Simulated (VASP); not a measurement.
Sb: electric field gradients with B3LYP+D3(BJ)

Sb:

```
Sb
1.0
     3.16000    0.00000    0.00000
     0.00000    3.16000    0.00000
     0.00000    0.00000    3.16000
Sb
1
Direct
  0.00000 0.00000 0.00000
```

This isn't the form of Sb at room conditions, which is rhombohedral.

```
Program                            : VASP 6.6.1
Task                               : electric field gradients
Functional                         : B3LYP
Dispersion                         : D3(BJ)
Potentials or basis                : VASP PAW PBE potentials, release 64 (Sb)
Cutoff                             : 400 eV
k mesh                             : 5 × 5 × 5
Occupations                        : gaussian, width 0.1 eV
Spin                               : no spin polarisation
Dipole correction                  : no
Grid for exact exchange (PRECFOCK) : Normal
Second try                         : not_converged
Further INCAR settings             : ALGO = All; EDIFF = 1e-08; NBANDS = 8
Share of exact exchange            : 0.2
```

```yaml
Pressure: -6.1 GPa
Band_gap_on_the_k_mesh: zero (an odd number of electrons rules out a gap without spin polarisation)
Largest_electric_field_gradient_by_atom: Sb -25.7 V/Å²
Dispersion_energy_per_atom: -0.911 eV
```

Levels at points of the mesh, in eV from the Fermi level:
```
           k point  band 1  band 2  band 3  band 4  band 5  band 6
(0.00, 0.00, 0.00)  -13.48    3.64    3.65    3.66    7.66    7.67
```

Electric field gradients, principal values (V/Å²):
| atom | least | middle | greatest (by size) |
| --- | --- | --- | --- |
| 1 Sb | 12.827 | 12.862 | -25.689 |

Wall time 2.4 min on 4 MPI ranks on Intel(R) Xeon(R) Platinum 8259CL CPU @ 2.50GHz (Skylake/Cascade Lake) (shared host), peak memory 0.14 GiB a rank.

Caveat: the k points lie up to 0.40 Å⁻¹ apart, too coarse for converged energies and pressures of a metal; without QUAD_EFG the Cq values of the log hold for a quadrupole moment of 1 mb, not for the nuclei; the PAW data sets were made with another functional, which shifts forces and pressure a little; spin-orbit coupling is left out, which moves the levels of the heavy elements; an odd number of electrons without spin polarisation forces a metal; a magnetic or distorted state may lie lower.
